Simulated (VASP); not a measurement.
# AlSi2Cl (P-6m2) in VASP: further runs, part 2 of 2

VASP 6.6.1. Earlier steps stand in the parts before.

**5. Relaxation of cell and atoms, PBE**

This run uses another cell than the first one, of 15.62 Å³/atom, 0.780 times its volume.

File INCAR:

```
SYSTEM = AlSi2Cl
PREC     = Accurate       ! precision mode
ENCUT    = 600            ! plane-wave cutoff, eV
EDIFF    = 1E-6           ! SCF threshold, eV
ISMEAR   = 0              ! smearing method
SIGMA    = 0.1            ! smearing width, eV
LREAL    = .False.        ! projectors in reciprocal space
LASPH    = .True.         ! aspherical terms in the spheres
NELM     = 100            ! most SCF steps
ALGO     = Normal         ! electronic algorithm
ISIF     = 3              ! what is computed and relaxed
LWAVE    = .False.        ! write WAVECAR
LCHARG   = .False.        ! write CHGCAR
GGA      = PE             ! functional
IBRION   = 2              ! ionic algorithm
NSW      = 90             ! ionic steps
EDIFFG   = -0.04          ! ionic threshold
```

File KPOINTS:

```
Automatic mesh
0
Gamma
  6 6 4
  0 0 0
```

File POSCAR:

```
AlSi2Cl
1.0
    3.8028207600      0.0000000000      0.0000000000
   -1.9014103800      3.2933393800      0.0000000000
    0.0000000000      0.0000000000      4.9898621600
Al Si Cl
1 2 1
Direct
    0.6666666700      0.3333333300      0.5000000000
    0.0000000000      0.0000000000      0.7468175900
    0.0000000000      0.0000000000      0.2531824100
    0.3333333300      0.6666666700      0.0000000000
```

Potentials or basis: VASP PAW PBE potentials, release 64 (Al, Si, Cl).

Launch:

```
$ cat potpaw_PBE.64/Al/POTCAR potpaw_PBE.64/Si/POTCAR potpaw_PBE.64/Cl/POTCAR > POTCAR
$ mpirun -np 1 vasp_std > vasp.out
```

OUTCAR:

```text
SYSTEM = AlSi2Cl
   PREC = Accurate
   ENCUT = 600
   EDIFF = 1E-6
   ISMEAR = 0
   LREAL = .False.
   LASPH = .True.
   NELM = 100
   ISIF = 3
   GGA = PE
   IBRION = 2
   NSW = 90
   EDIFFG = -0.04

 ion  position               nearest neighbor table
   1  0.667  0.333  0.500-   2 2.52   3 2.52   2 2.52   3 2.52   2 2.52   3 2.52
   2  0.000  0.000  0.747-   3 2.46   1 2.52   1 2.52   1 2.52   3 2.53   4 2.53   4 2.53   4 2.53

   3  0.000  0.000  0.253-   2 2.46   1 2.52   1 2.52   1 2.52   2 2.53   4 2.53   4 2.53   4 2.53

   4  0.333  0.667  0.000-   2 2.53   3 2.53   2 2.53   3 2.53   2 2.53   3 2.53

  LATTYP: Found a hexagonal cell.
 ALAT       =     3.8028207600
 C/A-ratio  =     1.3121476070

  Lattice vectors:

 A1 = (   3.8028207600,   0.0000000000,   0.0000000000)
 A2 = (  -1.9014103800,   3.2933393800,   0.0000000000)
 A3 = (   0.0000000000,   0.0000000000,   4.9898621600)

Analysis of symmetry for initial positions (statically):
=====================================================================
 Subroutine PRICEL returns:
 Original cell was already a primitive cell.

 Routine SETGRP: Setting up the symmetry group for a
 hexagonal supercell.

 Subroutine GETGRP returns: Found 12 space group operations
 (whereof 12 operations were pure point group operations)
[... 156 lines left out ...]

 number of electron      17.9999999 magnetization

 Free energy of the ion-electron system (eV)
  ---------------------------------------------------
  ext. energy  EPLUGINS =         0.00000000
  ---------------------------------------------------
  free energy    TOTEN  =       -13.93993109 eV

  energy without entropy =      -13.93459821  energy(sigma->0) =      -13.93726465

 E-fermi :   8.2523     XC(G=0): -10.6201

 val. band max:        8.1964388539   @ k =   0.0000   0.0000   0.5000
 cond. band min:       8.2617546779   @ k =   0.3333   0.1667   0.5000
 fundamental gap:      0.0653158240
 Fermi energy:         8.2522825695

 k-point     1 :       0.0000    0.0000    0.0000
  band No.  band energies     occupation
      1      -9.7826      2.00000
      2      -1.8698      2.00000
      3      -0.2019      2.00000
      4       2.6773      2.00000
      5       2.6773      2.00000
      6       4.6170      2.00000
      7       7.5812      2.00000
      8       7.6217      2.00000
      9       7.6217      2.00000
     10      10.6058      0.00000
     11      11.5466      0.00000
     12      11.5466      0.00000
     13      13.1693      0.00000
[... 621 lines left out ...]
--------------------------------------- Ionic step        9  -------------------------------------------

 number of electron      17.9999997 magnetization

 Free energy of the ion-electron system (eV)
  ---------------------------------------------------
  ext. energy  EPLUGINS =         0.00000000
  ---------------------------------------------------
  free energy    TOTEN  =       -15.07817795 eV

  energy without entropy =      -15.06884895  energy(sigma->0) =      -15.07351345

 E-fermi :   5.6980     XC(G=0):  -9.5644

 val. band max:        5.6903735371   @ k =   0.3333   0.1667   0.5000
 cond. band min:       5.7013123424   @ k =   0.1667  -0.0000   0.5000
 fundamental gap:      0.0109388053
 Fermi energy:         5.6980199382

 k-point     1 :       0.0000    0.0000    0.0000
  band No.  band energies     occupation
      1     -10.6298      2.00000
      2      -4.0433      2.00000
      3      -0.8572      2.00000
      4       1.1097      2.00000
      5       1.1097      2.00000
      6       2.0204      2.00000
      7       4.4475      2.00000
      8       4.4475      2.00000
      9       4.4712      2.00000
     10       5.7621      0.36452
     11       8.5596      0.00000
     12       8.5596      0.00000
     13       9.7370      0.00000
[... 349 lines left out ...]
  FREE ENERGIE OF THE ION-ELECTRON SYSTEM (eV)
  ---------------------------------------------------
  free  energy   TOTEN  =       -15.0781779458 eV

  energy  without entropy=      -15.0688489510  energy(sigma->0) =      -15.07351345

 reached required accuracy - stopping structural energy minimisation
```

OSZICAR:

```text
N       E                     dE             d eps       ncg     rms          rms(c)
DAV:   1     0.651944060552E+02    0.65194E+02   -0.82492E+03   546   0.132E+03
DAV:   2    -0.906803035064E+01   -0.74262E+02   -0.70190E+02   695   0.189E+02
DAV:   3    -0.143205820042E+02   -0.52526E+01   -0.51792E+01   691   0.504E+01
DAV:   4    -0.144019788297E+02   -0.81397E-01   -0.81321E-01   666   0.740E+00
[... 81 lines left out ...]
       N       E                     dE             d eps       ncg     rms          rms(c)
DAV:   1    -0.150782273343E+02   -0.75596E-04   -0.48174E-03   551   0.455E-01    0.454E-02
DAV:   2    -0.150781879911E+02    0.39343E-04   -0.17801E-04   656   0.102E-01    0.220E-02
DAV:   3    -0.150781786077E+02    0.93834E-05   -0.39313E-05   621   0.406E-02    0.119E-02
DAV:   4    -0.150781779458E+02    0.66186E-06   -0.33010E-06   540   0.143E-02
   9 F= -.15078178E+02 E0= -.15073513E+02  d E =-.157766E-01
```

CONTCAR:

```text
AlSi2Cl
   1.00000000000000
     4.2853888648626786    0.0000000000000000    0.0000000000000000
    -2.1426944324313393    3.7112556162272257   -0.0000000000000000
    -0.0000000000000000   -0.0000000000000000    5.0237331848124480
  Al              Si              Cl
     1     2     1
Direct
     0.6666666699999979    0.3333333300000021    0.5000000000000000
     0.0000000000000000    0.0000000000000000    0.7398219598514056
     0.0000000000000000    0.0000000000000000    0.2601780401485944
     0.3333333300000021    0.6666666699999979    0.0000000000000000

  0.00000000E+00  0.00000000E+00  0.00000000E+00
  0.00000000E+00  0.00000000E+00  0.00000000E+00
  0.00000000E+00  0.00000000E+00  0.00000000E+00
  0.00000000E+00  0.00000000E+00  0.00000000E+00
```

Wall time 52 s (1 thread of Intel Xeon 6975P-C (Granite Rapids), shared host); peak memory 0.19 GiB.

What came out:

* Free energy: -15.0782 eV
* Relaxed volume: 19.97 Å³/atom
* Relaxed cell: a = 4.285 Å, b = 4.285 Å, c = 5.024 Å, α = 90.00°, β = 90.00°, γ = 120.00°
* Space group after relaxing (to 0.05 Å): P-6m2 (No. 187)
* Energy gained by relaxing: 284.6 meV/atom
* Ionic steps: 9
* Pressure after relaxing: 0.1 GPa
* Largest force after relaxing: 0.033 eV/Å
* Band gap on the k mesh: zero (band 9 reaches 6.44 eV, above the bottom of band 10 at 4.90 eV)

Forces in eV/Å, atoms in the order of the input:
```
Al   0.000  0.000  0.000
Si   0.000  0.000  0.033
Si   0.000  0.000 -0.033
Cl   0.000  0.000  0.000
```

Stress tensor (GPa, compression positive):
```
0.04 0.00 0.00
0.00 0.04 0.00
0.00 0.00 0.23
```

Step by step:
| step | energy change (eV) | largest force (eV/Å) | pressure (GPa) | volume (Å³) |
| --- | --- | --- | --- | --- |
| 1 | 0.0000 | 0.8302 | 21.35 | 62.49 |
| 2 | -1.0546 | 0.4826 | -2.33 | 83.22 |
| 3 | -1.0662 | 0.5262 | -0.74 | 80.53 |
| 4 | -1.0663 | 0.5200 | -0.98 | 80.92 |
| 5 | -1.1219 | 0.1824 | -0.17 | 80.41 |
| 6 | -1.1225 | 0.2716 | -0.07 | 80.36 |
| 7 | -1.1313 | 0.2041 | -0.01 | 80.20 |
| 8 | -1.1382 | 0.0481 | 0.09 | 79.92 |
| 9 | -1.1382 | 0.0330 | 0.10 | 79.90 |

Final structure:
```xyz
4
Lattice="4.2854 0.0000 0.0000 -2.1427 3.7113 0.0000 0.0000 0.0000 5.0237" Properties=species:S:1:pos:R:3 pbc="T T T"
Al    2.1427    1.2371    2.5119
Si    0.0000    0.0000    3.7167
Si    0.0000    0.0000    1.3071
Cl    0.0000    2.4742    0.0000
```

Levels at points of the mesh, in eV from the Fermi level:
```
           k point  band 5  band 6  band 7  band 8  band 9  band 10  band 11  band 12  band 13
(0.00, 0.00, 0.00)   -4.59   -3.68   -1.25   -1.25   -1.23     0.06     2.86     2.86     4.04
(0.50, 0.00, 0.00)   -5.08   -4.83   -3.61   -1.18   -0.82     0.71     1.30     1.79     4.27
(0.00, 0.00, 0.50)   -4.48   -3.71   -0.87   -0.87    0.52     0.95     1.12     1.12     3.04
(0.50, 0.00, 0.50)   -5.01   -3.20   -3.10   -2.00    0.08     2.30     2.48     2.75     2.83
```

Caveat: the volume moved by over 15 % at a fixed basis, so the end points are rough.

**6. Overview**

```tsv
task	cell	k mesh	cutoff (eV)	gap on the mesh (eV)	pressure (GPa)	relaxed volume (Å³/atom)	largest force (eV/Å)
single point	a = 4.303, b = 4.303, c = 4.996 Å, angles 90.0, 90.0, 120.0°, 4 atoms	12 × 12 × 10	520	none	0.0	-	-
relaxation of cell and atoms	relaxed from a = 4.278, b = 4.278, c = 5.032 Å, angles 90.0, 90.0, 120.0°, 4 atoms	12 × 12 × 10	600	none	0.0	20.02	0.01
single point	a = 4.278, b = 4.278, c = 5.032 Å, angles 90.0, 90.0, 120.0°, 4 atoms	6 × 6 × 4	520	none	0.2	-	0.01
relaxation of cell and atoms	relaxed from a = 3.803, b = 3.803, c = 4.990 Å, angles 90.0, 90.0, 120.0°, 4 atoms	6 × 6 × 4	600	none	0.1	19.97	0.03
```

Alike in all rows: level PBE; potentials or basis VASP PAW PBE potentials, release 64 (Al, Si, Cl); no spin polarisation; smearing gaussian 0.1 eV.

Caveats: the volume moved by over 15 % at a fixed basis, so the end points are rough (some runs).

Absolute energies hang on the potentials; compare differences alone.
